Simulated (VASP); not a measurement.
# GaAs (F-43m) in VASP: a series of runs

GaAs is run at these levels: PBE0, LDA; tasks: single point.

All numbers are computed with VASP 6.6.1; they aren't measurements. Logs are shortened: lines on timing, memory, paths and dates and some standing lists are left out, and cuts for length are marked.

## 1. The cell of the first run

Symmetry: F-43m, No. 216, cubic system. The conventional cell has a = 5.654 Å, b = 5.654 Å, c = 5.654 Å, α = 90.00°, β = 90.00°, γ = 90.00°. As (site symmetry -43m) has 4 Ga at 2.45 Å within 3.2 Å. Ga (site symmetry -43m) has 4 As at 2.45 Å within 3.2 Å.

## 2. Single point, PBE0

File POSCAR:

```
GaAs
1.0
    0.0000000000      2.8268500000      2.8268500000
    2.8268500000      0.0000000000      2.8268500000
    2.8268500000      2.8268500000      0.0000000000
As Ga
1 1
Direct
    0.7500000000      0.7500000000      0.7500000000
    0.0000000000      0.0000000000      0.0000000000
```

File INCAR.step1:

```
SYSTEM = GaAs
ALGO = Normal
EDIFF = 1E-5
ENCUT = 450
GGA = PE
ISIF = 2
ISMEAR = 0
LASPH = .True.
LCHARG = .False.
LREAL = .False.
LWAVE = .True.
NELM = 100
PREC = Accurate
SIGMA = 0.02
```

File INCAR.step2:

```
SYSTEM = GaAs
AEXX = 0.25
ALGO = Normal
EDIFF = 1E-7
ENCUT = 450
GGA = PE
ISIF = 2
ISMEAR = 0
ISTART = 1
LASPH = .True.
LCHARG = .False.
LHFCALC = .True.
LREAL = .False.
LWAVE = .False.
NELM = 100
PREC = Accurate
PRECFOCK = Fast
SIGMA = 0.02
```

File KPOINTS:

```
k-points
0
Gamma
  4 4 4
```

Potentials or basis: VASP PAW PBE potentials, release 64 (As, Ga_d).

Run with:

```sh
$ cat potpaw_PBE.64/As/POTCAR potpaw_PBE.64/Ga_d/POTCAR > POTCAR
$ cp INCAR.step1 INCAR
$ mpirun -np 1 vasp_std > vasp.out
$ cp INCAR.step2 INCAR
$ mpirun -np 1 vasp_std > vasp.out
```

OUTCAR:

```text
SYSTEM = GaAs
   AEXX = 0.25
   EDIFF = 1E-7
   ENCUT = 450
   GGA = PE
   ISIF = 2
   ISMEAR = 0
   ISTART = 1
   LASPH = .True.
   LHFCALC = .True.
   LREAL = .False.
   NELM = 100
   PREC = Accurate
   PRECFOCK = Fast

 Found      8 irreducible k-points:

 Following reciprocal coordinates:
            Coordinates               Weight
  0.000000  0.000000  0.000000      1.000000
  0.250000  0.000000  0.000000      8.000000
  0.500000  0.000000  0.000000      4.000000
  0.250000  0.250000  0.000000      6.000000
  0.500000  0.250000  0.000000     24.000000
 -0.250000  0.250000  0.000000     12.000000
   k-points           NKPTS =      8   k-points in BZ     NKDIM =     64   number of bands    NBANDS=     13
   number of dos      NEDOS =    301   number of ions     NIONS =      2
   total plane-waves  NPLWV =  21952
   dimension x,y,z NGX =    28 NGY =   28 NGZ =   28
   dimension x,y,z NGXF=    56 NGYF=   56 NGZF=   56
   ions per type =               1   1
   NGX,Y,Z   is equivalent  to a cutoff of  11.64, 11.64, 11.64 a.u.
   NGXF,Y,Z  is equivalent  to a cutoff of  23.29, 23.29, 23.29 a.u.
 SYSTEM =  GaAs
   PREC   = accura    normal or accurate (medium, high low for compatibility)
   ISTART =      1    job   : 0-new  1-cont  2-samecut
   ICHARG =      0    charge: 1-file 2-atom 10-const
   ISPIN  =      1    spin polarized calculation?
   LNONCOLLINEAR =      F non collinear calculations
   LSORBIT =      F    spin-orbit coupling
   LASPH  =      T    aspherical Exc in radial PAW
   ENCUT  =  450.0 eV  33.07 Ry    5.75 a.u.   6.91  6.91  6.91*2*pi/ulx,y,z
   NELM   =    100;   NELMIN=  2; NELMDL=  0     # of ELM steps
   EDIFF  = 0.1E-06   stopping-criterion for ELM
   LREAL  =      F    real-space projection
   EDIFFG = 0.1E-05   stopping-criterion for IOM
   NSW    =      0    number of steps for IOM
   IBRION =     -1    ionic relax: 0-MD 1-quasi-New 2-CG
   NFREE  =      0    steps in history (QN), initial steepest desc. (CG)
   ISIF   =      2    stress and relaxation
   ISYM   =      3    0-nonsym 1-usesym 2-fastsym
   POTIM  = 0.5000    time-step for ionic-motion
   TEBEG  =    0.0;   TEEND  =   0.0 temperature during run

   SCALEE = 1.0000    scale energy and forces
   PSTRESS=    0.0 pullay stress
   NELECT =      18.0000    total number of electrons
   NUPDOWN=      -1.0000    fix difference up-down
   EMIN   =  10.00;   EMAX   =-10.00  energy-range for DOS
   EFERMI =   0.00;   METHOD = LEGACY
   ISMEAR =     0;   SIGMA  =   0.02  broadening in eV -4-tet -1-fermi 0-gaus
   EFERMI_NEDOS =   21; number of points for ismear=-14 and -15
   IALGO  =     38    algorithm
   IMIX   =      1    mixing-type and parameters
     AMIX     =   0.40;   BMIX     =  1.00
     AMIX_MAG =   1.60;   BMIX_MAG =  1.00
  volume/ion in A,a.u.               =      22.59       152.44
  Fermi-wavevector in a.u.,A,eV,Ry     =   1.204628  2.276417 19.743799  1.451128
  Thomas-Fermi vector in A             =   2.340347
   LORBIT       =      0    0 simple, 1 ext, 2 COOP (PROOUT), +10 PAW based schemes
   GGA     = PE    functional components
   LHFCALC =     T    Hartree Fock is set to
   PRECFOCK=fast      Normal, Fast or Accurate (Low or Medium for compatibility)
   ENCUT4O =  -1.0   cutoff for four orbital integrals eV
   NKREDX  =     1    reduce k-point grid by
   NKREDY  =     1    reduce k-point grid by
   NKREDZ  =     1    reduce k-point grid by
   AEXX    =    0.2500 exact exchange contribution
   HFSCREEN=    0.0000 screening length (either q_TF or 0.3 A-1)
   HFSCREENC=   0.0000 screening length for correlation (either q_TF or 0.3 A-1)
   ENCUTFOCK=  -1.0 apply spherical cutoff to Coloumb kernel
   IVDW    =     0    specifies the selected vdW correction
   LEPSILON=     F    determine dielectric tensor
   LRPA    =     F    only Hartree local field effects (RPA)

   CSHIFT  =0.1000    complex shift for real part using Kramers Kronig

   OMEGAMAX=  -1.0    maximum frequency
 non-spin polarized calculation
 Gauss-broadening in eV      SIGMA  =   0.02
  energy-cutoff  :      450.00
  volume of cell :       45.18
 maximum number of plane-waves:       992
  NGX = 16; NGY = 16; NGZ = 16

 number of electron      17.9999985 magnetization

 Free energy of the ion-electron system (eV)
  ---------------------------------------------------
  ext. energy  EPLUGINS =         0.00000000
  ---------------------------------------------------
  free energy    TOTEN  =       -10.62901404 eV

  energy without entropy =      -10.62901404  energy(sigma->0) =      -10.62901404

  exchange ACFDT corr.  =         0.00000000  see jH, gK, PRB 81, 115126

 E-fermi :   3.2872     XC(G=0):  -7.5657

 val. band max:        3.1464058860   @ k =   0.0000   0.0000   0.0000
 cond. band min:       5.3281213061   @ k =   0.0000   0.0000   0.0000
 fundamental gap:      2.1817154201
 Fermi energy:         3.2872254303

 k-point     1 :       0.0000    0.0000    0.0000
  band No.  band energies     occupation
      1     -14.2784      2.00000
      2     -14.2784      2.00000
      3     -14.2784      2.00000
      4     -14.1976      2.00000
      5     -14.1976      2.00000
      6     -10.8542      2.00000
      7       3.1464      2.00000
      8       3.1464      2.00000
      9       3.1464      2.00000
     10       5.3281      0.00000
     11       8.4352      0.00000
     12       8.4353      0.00000
     13       8.4353      0.00000

 k-point     2 :       0.2500    0.0000    0.0000
  band No.  band energies     occupation
      1     -14.3054      2.00000
      2     -14.2681      2.00000
      3     -14.2681      2.00000
      4     -14.1976      2.00000
      5     -14.1976      2.00000
      6     -10.1055      2.00000
      7      -1.2653      2.00000
      8       2.4226      2.00000
      9       2.4226      2.00000
     10       6.1581      0.00000
     11       9.3552      0.00000
[... 51 lines left out ...]
 k-point     6 :      -0.2500    0.2500    0.0000
  band No.  band energies     occupation
      1     -14.3299      2.00000
      2     -14.2567      2.00000
      3     -14.2558      2.00000
      4     -14.1995      2.00000
      5     -14.1978      2.00000
      6      -9.0640      2.00000
      7      -2.9552      2.00000
      8      -0.4817      2.00000
      9       1.8347      2.00000
     10       7.4528      0.00000
     11      10.4543      0.00000
     12      10.5249      0.00000
     13      10.6298      0.00000

 [... further k-points ...]

------------------------ aborting loop because EDIFF is reached ----------------------------------------

  FORCE on cell =-STRESS in cart. coord.  units (eV):
  Direction    XX          YY          ZZ          XY          YZ          ZX
  --------------------------------------------------------------------------------------
  -------------------------------------------------------------------------------------
  Total        0.2571954      0.2571954      0.2571954      0.0000000      0.0000000      0.0000000
  in kB        9.1208552      9.1208552      9.1208552      0.0000000      0.0000000      0.0000000
  external PRESSURE =       9.1208552 kB  Pullay stress =       0.0000000 kB

 VOLUME and BASIS-vectors are now :
 -----------------------------------------------------------------------------
  energy-cutoff  :      450.00
  volume of cell :       45.18
      direct lattice vectors                 reciprocal lattice vectors
     0.000000000  2.826850000  2.826850000    -0.176875321  0.176875321  0.176875321
     2.826850000  0.000000000  2.826850000     0.176875321 -0.176875321  0.176875321
     2.826850000  2.826850000  0.000000000     0.176875321  0.176875321 -0.176875321

 POSITION                                       TOTAL-FORCE (eV/Angst)
 -----------------------------------------------------------------------------------
      4.24027      4.24027      4.24027        -0.000000     -0.000000     -0.000000
      0.00000      0.00000      0.00000         0.000000      0.000000      0.000000
 -----------------------------------------------------------------------------------
    total drift:                               -0.000007     -0.000001      0.000002

  FREE ENERGIE OF THE ION-ELECTRON SYSTEM (eV)
  ---------------------------------------------------
  free  energy   TOTEN  =       -10.6290140385 eV

  energy  without entropy=      -10.6290140385  energy(sigma->0) =      -10.62901404
```

Wall time 64 s (1 thread of Intel Xeon 6975P-C (Granite Rapids), shared host); peak memory 0.15 GiB.

Results:

```
Free energy            : -10.6290 eV
Pressure               : 0.9 GPa
Band gap on the k mesh : 2.18 eV
```

Levels at points of the mesh, in eV from the valence-band top:
```csv
k point,band 7,band 8,band 9,band 10,band 11,band 12
"(0.00, 0.00, 0.00)",0.00,0.00,0.00,2.18,5.29,5.29
"(0.50, 0.00, 0.00)",-7.25,-1.24,-1.24,2.52,6.21,6.21
"(0.50, 0.50, 0.00)",-7.43,-2.93,-2.93,2.81,3.08,12.30
```

Caveat: the k points lie up to 0.48 Å⁻¹ apart; the PAW data sets were made with another functional, which shifts forces and pressure a little. A k mesh can miss the band edges.

## 3. Single point, LDA

This run uses another cell than the first one, of 21.23 Å³/atom.

File INCAR:

```
SYSTEM = GaAs
PREC = Accurate
ENCUT = 510
EDIFF = 1E-6
ISMEAR = -1
SIGMA = 0.05
LREAL = .False.
LASPH = .True.
NELM = 120
ALGO = Normal
ISIF = 2
LWAVE = .False.
LCHARG = .True.
LELF = .True.
LVHAR = .True.
NBANDS = 21
GGA_COMPAT = .False.
```

File KPOINTS:

```
regular mesh
0
Gamma
  8 8 8
  0 0 0
```

File POSCAR:

```
GaAs
1.0
    0.0000000000      2.7691429914      2.7691429914
    2.7691429914      0.0000000000      2.7691429914
    2.7691429914      2.7691429914      0.0000000000
As Ga
1 1
Direct
    0.7500000000      0.7500000000      0.7500000000
    0.0000000000      0.0000000000      0.0000000000
```

Potentials or basis: VASP PAW LDA potentials, release 64 (As_d, Ga_d).

Run with:

```sh
$ cat potpaw_LDA.64/As_d/POTCAR potpaw_LDA.64/Ga_d/POTCAR > POTCAR
$ mpirun -np 1 vasp_std > vasp.out
```

Run time: 12 s. Hardware: 1 thread of Intel Xeon 6975P-C (Granite Rapids), shared host; peak memory 0.15 GiB.

The run converged. Its results:

```
Free energy            : -9.6248 eV
Pressure               : 3.0 GPa
Band gap on the k mesh : 0.80 eV
```

Levels at points of the mesh, in eV from the valence-band top:
| k point | band 12 | band 13 | band 14 | band 15 | band 16 | band 17 |
| --- | --- | --- | --- | --- | --- | --- |
| (0.00, 0.00, 0.00) | 0.00 | 0.00 | 0.00 | 0.80 | 3.70 | 3.70 |
| (0.50, 0.00, 0.00) | -7.04 | -1.24 | -1.24 | 1.04 | 4.61 | 4.61 |
| (0.50, 0.50, 0.00) | -7.16 | -2.91 | -2.91 | 1.23 | 1.52 | 10.55 |

Caveat: semilocal functionals underestimate gaps, and a narrow one can read as zero.
